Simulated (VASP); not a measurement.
A run of VASP 6.6.1 is set up as follows.

File INCAR:

```
SYSTEM = GaP
  ALGO = Normal
  EDIFF = 1E-7
  ENCUT = 520
  GGA = PS
  ISIF = 2
  ISMEAR = 0
  LASPH = .TRUE.
  LCHARG = .FALSE.
  LREAL = .FALSE.
  LWAVE = .FALSE.
  NBANDS = 16
  NELM = 100
  PREC = Accurate
  SIGMA = 0.05
```

Contents of KPOINTS:

```
k-points
0
G
  10 10 10
  0 0 0
```

Contents of POSCAR:

```
GaP
1.0
    0.0000000000      2.7182529254      2.6465319107
    2.6465319107      0.0000000000      2.6465319107
    2.6465319107      2.7182529254      0.0000000000
Ga P
1 1
Direct
    0.0000000000      0.0000000000      0.0000000000
    0.7500000000      0.7500000000      0.7500000000
```

Potentials or basis: VASP PAW PBE potentials, release 64 (Ga_d, P).

Run with:

```bash
$ cat potpaw_PBE.64/Ga_d/POTCAR potpaw_PBE.64/P/POTCAR > POTCAR
$ mpirun -np 1 vasp_std > vasp.out
```

Predict the band gap on the k mesh.

1.24 eV, indirect (least direct gap 2.20 eV).

Predict the pressure.

5.1 GPa.

Stress tensor (GPa, compression positive):
```
5.83 0.00 0.00
0.00 3.72 0.00
0.00 0.00 5.83
```

Caveat: the PAW data sets were made with another functional, which shifts forces and pressure a little. A k mesh can miss the band edges.
